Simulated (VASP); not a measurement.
# Ir (Pnma) in VASP: single point with PBE

Aim: the single point of Ir with PBE.

Program: VASP 6.6.1. These are calculated values, not measurements. Logs are shortened: lines on timing, memory, paths and dates and some standing lists are left out, and cuts for length are marked.

### 1 The cell of the first run

It takes space group Pnma (No. 62, orthorhombic). The conventional cell has a = 5.638 Å, b = 9.347 Å, c = 4.204 Å, α = 90.00°, β = 90.00°, γ = 90.00°. Ir (site symmetry m) has 2 Ir at 2.98 Å within 3.9 Å.

### 2 Single point, PBE

Input file INCAR:

```
SYSTEM = Ir
ALGO = Normal ; EDIFF = 1E-7
ENCUT = 520 ; GGA = PE
ISIF = 2 ; ISMEAR = -1
LASPH = .True. ; LCHARG = .False.
LREAL = .False. ; LWAVE = .False.
NBANDS = 26 ; NELM = 100
PREC = Accurate ; SIGMA = 0.1
```

Input file KPOINTS:

```
k-points
0
Gamma
  8 6 4
  0 0 0
```

Input file POSCAR:

```
Ir
1.0
    4.2040850000      0.0000000000      0.0000000000
    0.0000000000      5.6382940000      0.0000000000
    0.0000000000      0.0000000000      9.3472920000
Ir
4
Direct
    0.6348000000      0.0205000000      0.2500000000
    0.3652000000      0.9795000000      0.7500000000
    0.1348000000      0.4795000000      0.7500000000
    0.8652000000      0.5205000000      0.2500000000
```

Potentials or basis: VASP PAW PBE potentials, release 64 (Ir).

On the command line:

```bash
$ cat potpaw_PBE.64/Ir/POTCAR > POTCAR
$ mpirun -np 1 vasp_std > vasp.out
```

OUTCAR:

```text
SYSTEM = Ir
   EDIFF = 1E-7
   ENCUT = 520
   GGA = PE
   ISIF = 2
   ISMEAR = -1
   LASPH = .True.
   LREAL = .False.
   NELM = 100
   PREC = Accurate

 ion  position               nearest neighbor table
   1  0.635  0.020  0.250-   4 2.98   4 2.98
   2  0.365  0.980  0.750-   3 2.98   3 2.98
   3  0.135  0.480  0.750-   2 2.98   2 2.98
   4  0.865  0.520  0.250-   1 2.98   1 2.98

  LATTYP: Found a simple orthorhombic cell.
 ALAT       =     4.2040850000
 B/A-ratio  =     1.3411465277
 C/A-ratio  =     2.2233832094

  Lattice vectors:

 A1 = (   4.2040850000,   0.0000000000,   0.0000000000)
 A2 = (   0.0000000000,   5.6382940000,   0.0000000000)
 A3 = (   0.0000000000,   0.0000000000,   9.3472920000)

Analysis of symmetry for initial positions (statically):
=====================================================================
 Subroutine PRICEL returns:
 Original cell was already a primitive cell.

 Routine SETGRP: Setting up the symmetry group for a
 simple orthorhombic supercell.

 Subroutine GETGRP returns: Found  8 space group operations
 (whereof  2 operations were pure point group operations)
 out of a pool of  8 trial point group operations.

The static configuration has the point symmetry S_2 .
 The point group associated with its full space group is D_2h.

Analysis of symmetry for dynamics (positions and initial velocities):
=====================================================================
 Subroutine PRICEL returns:
 Original cell was already a primitive cell.

 Routine SETGRP: Setting up the symmetry group for a
 simple orthorhombic supercell.

 Subroutine GETGRP returns: Found  8 space group operations
 (whereof  2 operations were pure point group operations)
 out of a pool of  8 trial point group operations.

The dynamic configuration has the point symmetry S_2 .
 The point group associated with its full space group is D_2h.

 Subroutine INISYM returns: Found  8 space group operations
 (whereof  2 operations are pure point group operations),
 and found     1 'primitive' translations

----------------------------------------------------------------------------------------

                                     Primitive cell

  volume of cell :     221.5670

  direct lattice vectors                    reciprocal lattice vectors
     4.204085000  0.000000000  0.000000000     0.237863887  0.000000000  0.000000000
     0.000000000  5.638294000  0.000000000     0.000000000  0.177358612  0.000000000
     0.000000000  0.000000000  9.347292000     0.000000000  0.000000000  0.106982857

  length of vectors
     4.204085000  5.638294000  9.347292000     0.237863887  0.177358612  0.106982857

  position of ions in fractional coordinates (direct lattice)
     0.634800000  0.020500000  0.250000000
     0.365200000  0.979500000  0.750000000
     0.134800000  0.479500000  0.750000000
     0.865200000  0.520500000  0.250000000

  ion indices of the primitive-cell ions
   primitive index   ion index
                 1           1
                 2           2
                 3           3
                 4           4

----------------------------------------------------------------------------------------

 KPOINTS: k-points

Automatic generation of k-mesh.
 Grid dimensions read from file:
 generate k-points for:    8    6    4

 Generating k-lattice:

  Cartesian coordinates                     Fractional coordinates (reciprocal lattice)
     0.029732986  0.000000000  0.000000000     0.125000000  0.000000000  0.000000000
     0.000000000  0.029559769  0.000000000     0.000000000  0.166666667  0.000000000
     0.000000000  0.000000000  0.026745714     0.000000000  0.000000000  0.250000000

  Length of vectors
     0.029732986  0.029559769  0.026745714

  Shift w.r.t. Gamma in fractional coordinates (k-lattice)
     0.000000000  0.000000000  0.000000000

 Subroutine IBZKPT returns following result:
 ===========================================

 Found     60 irreducible k-points:

 Following reciprocal coordinates:
            Coordinates               Weight
  0.000000  0.000000  0.000000      1.000000
  0.125000  0.000000  0.000000      2.000000
  0.250000  0.000000  0.000000      2.000000
  0.375000  0.000000  0.000000      2.000000
  0.500000  0.000000  0.000000      1.000000
  0.000000  0.166667  0.000000      2.000000
[... 16 lines left out ...]
  0.250000  0.000000  0.250000      4.000000
  0.375000  0.000000  0.250000      4.000000
 [... further k-points ...]
   k-points           NKPTS =     60   k-points in BZ     NKDIM =     60   number of bands    NBANDS=     26
   number of dos      NEDOS =    301   number of ions     NIONS =      4
   total plane-waves  NPLWV =  94080
   dimension x,y,z NGX =    32 NGY =   42 NGZ =   70
   dimension x,y,z NGXF=    64 NGYF=   84 NGZF=  140
   ions per type =               4
   NGX,Y,Z   is equivalent  to a cutoff of  12.65, 12.38, 12.45 a.u.
   NGXF,Y,Z  is equivalent  to a cutoff of  25.31, 24.77, 24.90 a.u.
 SYSTEM =  Ir
   PREC   = accura    normal or accurate (medium, high low for compatibility)
   ISTART =      0    job   : 0-new  1-cont  2-samecut
   ICHARG =      2    charge: 1-file 2-atom 10-const
   ISPIN  =      1    spin polarized calculation?
   LNONCOLLINEAR =      F non collinear calculations
   LSORBIT =      F    spin-orbit coupling
   LASPH  =      T    aspherical Exc in radial PAW
   ENCUT  =  520.0 eV  38.22 Ry    6.18 a.u.   7.82 10.48 17.38*2*pi/ulx,y,z
   NELM   =    100;   NELMIN=  2; NELMDL= -5     # of ELM steps
   EDIFF  = 0.1E-06   stopping-criterion for ELM
   LREAL  =      F    real-space projection
   EDIFFG = 0.1E-05   stopping-criterion for IOM
   NSW    =      0    number of steps for IOM
   IBRION =     -1    ionic relax: 0-MD 1-quasi-New 2-CG
   NFREE  =      0    steps in history (QN), initial steepest desc. (CG)
   ISIF   =      2    stress and relaxation
   ISYM   =      2    0-nonsym 1-usesym 2-fastsym
   POTIM  = 0.5000    time-step for ionic-motion
   TEBEG  =    0.0;   TEEND  =   0.0 temperature during run
   PSTRESS=    0.0 pullay stress
   NELECT =      36.0000    total number of electrons
   NUPDOWN=      -1.0000    fix difference up-down
   EMIN   =  10.00;   EMAX   =-10.00  energy-range for DOS
   EFERMI =   0.00;   METHOD = LEGACY
   ISMEAR =    -1;   SIGMA  =   0.10  broadening in eV -4-tet -1-fermi 0-gaus
   EFERMI_NEDOS =   21; number of points for ismear=-14 and -15
   IALGO  =     38    algorithm
   IMIX   =      4    mixing-type and parameters
     AMIX     =   0.40;   BMIX     =  1.00
     AMIX_MAG =   1.60;   BMIX_MAG =  1.00
  volume/ion in A,a.u.               =      55.39       373.80
  Fermi-wavevector in a.u.,A,eV,Ry     =   0.893321  1.688131 10.857743  0.798022
  Thomas-Fermi vector in A             =   2.015383
   LORBIT       =      0    0 simple, 1 ext, 2 COOP (PROOUT), +10 PAW based schemes
   GGA     = PE    functional components
   LHFCALC =     F    Hartree Fock is set to
   AEXX    =    0.0000 exact exchange contribution
   IVDW    =     0    specifies the selected vdW correction
   LEPSILON=     F    determine dielectric tensor
   LRPA    =     F    only Hartree local field effects (RPA)
 non-spin polarized calculation
  energy-cutoff  :      520.00
  volume of cell :      221.57
 maximum number of plane-waves:      6016
 NGX is ok and might be reduce to    32
   NGX = 15   NGY = 21   NGZ = 35

 number of electron      36.0000003 magnetization

 Free energy of the ion-electron system (eV)
  ---------------------------------------------------
  ext. energy  EPLUGINS =         0.00000000
  ---------------------------------------------------
  free energy    TOTEN  =       -14.38075801 eV

  energy without entropy =      -13.54116996  energy(sigma->0) =      -13.96096399

 E-fermi :  -1.9042     XC(G=0):  -6.7761

 val. band max:       -1.9048529171   @ k =   0.2500   0.3333   0.0000
 cond. band min:      -1.9007545626   @ k =   0.2500   0.5000   0.0000
 fundamental gap:      0.0040983546
 Fermi energy:        -1.9041515599

 k-point     1 :       0.0000    0.0000    0.0000
  band No.  band energies     occupation
      1      -5.1762      2.00000
      2      -4.9689      2.00000
      3      -3.2881      2.00000
      4      -3.1787      1.99999
      5      -3.0595      1.99998
      6      -2.8802      1.99988
[... 18 lines left out ...]
     25       1.5898      0.00000
     26       1.9297      0.00000

 k-point     2 :       0.1250    0.0000    0.0000
  band No.  band energies     occupation
      1      -5.0892      2.00000
      2      -4.8975      2.00000
      3      -3.2731      2.00000
      4      -3.1716      1.99999
      5      -3.0120      1.99997
      6      -2.8101      1.99977
[... 18 lines left out ...]
     25       1.5796      0.00000
     26       1.9703      0.00000

 k-point     3 :       0.2500    0.0000    0.0000
  band No.  band energies     occupation
      1      -4.8731      2.00000
      2      -4.7299      2.00000
      3      -3.2344      2.00000
      4      -3.1557      1.99999
      5      -2.8445      1.99984
      6      -2.8184      1.99979
[... 18 lines left out ...]
     25       1.4860      0.00000
     26       2.1576      0.00000

 k-point     4 :       0.3750    0.0000    0.0000
  band No.  band energies     occupation
      1      -4.6501      2.00000
      2      -4.5780      2.00000
      3      -3.1886      1.99999
      4      -3.1454      1.99999
      5      -2.9676      1.99995
      6      -2.9655      1.99995
[... 18 lines left out ...]
     25       1.7682      0.00000
     26       2.8537      0.00000
[... 496 lines left out ...]
      1      -5.0605      2.00000
      2      -4.9248      2.00000
      3      -3.2591      2.00000
      4      -3.1874      1.99999
      5      -2.9671      1.99995
      6      -2.8125      1.99977
[... 18 lines left out ...]
     25       1.6526      0.00000
     26       1.8603      0.00000

 k-point    23 :       0.2500    0.0000    0.2500
  band No.  band energies     occupation
      1      -4.8514      2.00000
      2      -4.7500      2.00000
      3      -3.2237      2.00000
      4      -3.1682      1.99999
      5      -2.8169      1.99978
      6      -2.8124      1.99977
[... 18 lines left out ...]
     25       1.4275      0.00000
     26       2.2203      0.00000

 k-point    24 :       0.3750    0.0000    0.2500
  band No.  band energies     occupation
      1      -4.6392      2.00000
      2      -4.5882      2.00000
      3      -3.1836      1.99999
      4      -3.1534      1.99999
      5      -2.9658      1.99995
      6      -2.9640      1.99995
[... 18 lines left out ...]
     25       2.0904      0.00000
     26       2.9015      0.00000

 [... further k-points ...]
[... 5 lines left out ...]
  --------------------------------------------------------------------------------------
  -------------------------------------------------------------------------------------
  Total      -11.1531668    -34.4381761     -2.0977666      0.0000000      0.0000000      0.0000000
  in kB      -80.6498873   -249.0265824    -15.1692019      0.0000000      0.0000000      0.0000000
  external PRESSURE =    -114.9485572 kB  Pullay stress =       0.0000000 kB

 VOLUME and BASIS-vectors are now :
 -----------------------------------------------------------------------------
  energy-cutoff  :      520.00
  volume of cell :      221.57
      direct lattice vectors                 reciprocal lattice vectors
     4.204085000  0.000000000  0.000000000     0.237863887  0.000000000  0.000000000
     0.000000000  5.638294000  0.000000000     0.000000000  0.177358612  0.000000000
     0.000000000  0.000000000  9.347292000     0.000000000  0.000000000  0.106982857

 POSITION                                       TOTAL-FORCE (eV/Angst)
 -----------------------------------------------------------------------------------
      2.66875      0.11559      2.33682         1.148998     -0.008661     -0.000000
      1.53533      5.52271      7.01047        -1.148998      0.008661      0.000000
      0.56671      2.70356      7.01047         1.148998      0.008661     -0.000000
      3.63737      2.93473      2.33682        -1.148998     -0.008661      0.000000
 -----------------------------------------------------------------------------------
    total drift:                                0.000000      0.000000     -0.000000

  FREE ENERGIE OF THE ION-ELECTRON SYSTEM (eV)
  ---------------------------------------------------
  free  energy   TOTEN  =       -14.3807580118 eV

  energy  without entropy=      -13.5411699646  energy(sigma->0) =      -13.96096399
```

Run time: 4.7 min. Hardware: 1 thread of AMD EPYC 7R43 (Zen 3), shared host; peak memory 0.42 GiB.

What came out:

```
Free energy            : -14.3808 eV
Pressure               : -11.5 GPa
Largest force          : 1.149 eV/Å
Band gap on the k mesh : zero (bands 18 and 19 overlap by 0.39 eV)
```

Forces on the atoms (eV/Å):
```
Ir   1.149 -0.009  0.000
Ir  -1.149  0.009  0.000
Ir   1.149  0.009  0.000
Ir  -1.149 -0.009  0.000
```

Levels at points of the mesh, in eV from the Fermi level:
```tsv
k point	band 15	band 16	band 17	band 18	band 19	band 20	band 21	band 22
(0.00, 0.00, 0.00)	-0.22	-0.20	-0.19	-0.19	-0.16	0.10	0.26	0.28
(0.50, 0.00, 0.00)	-0.24	-0.24	0.00	0.00	0.22	0.22	0.41	0.41
(0.00, 0.50, 0.00)	-0.09	-0.09	-0.05	-0.05	-0.01	-0.01	0.40	0.40
(0.50, 0.50, 0.00)	-0.11	-0.11	0.20	0.20	0.23	0.23	0.70	0.70
(0.00, 0.00, 0.50)	-0.22	-0.22	-0.19	-0.19	-0.03	-0.03	0.27	0.27
(0.50, 0.00, 0.50)	-0.25	-0.25	-0.03	-0.03	0.22	0.22	0.42	0.42
(0.00, 0.50, 0.50)	-0.32	-0.32	-0.04	-0.04	-0.04	-0.04	0.41	0.41
(0.50, 0.50, 0.50)	-0.09	-0.09	0.21	0.21	0.21	0.21	0.71	0.71
```

Caveat: the stress differs along the axes, from -25 to -2 GPa; spin-orbit coupling is left out, which moves the levels of the heavy elements; forces of over 1 eV/Å act on the atoms, so gaps and moduli don't describe the material at rest.
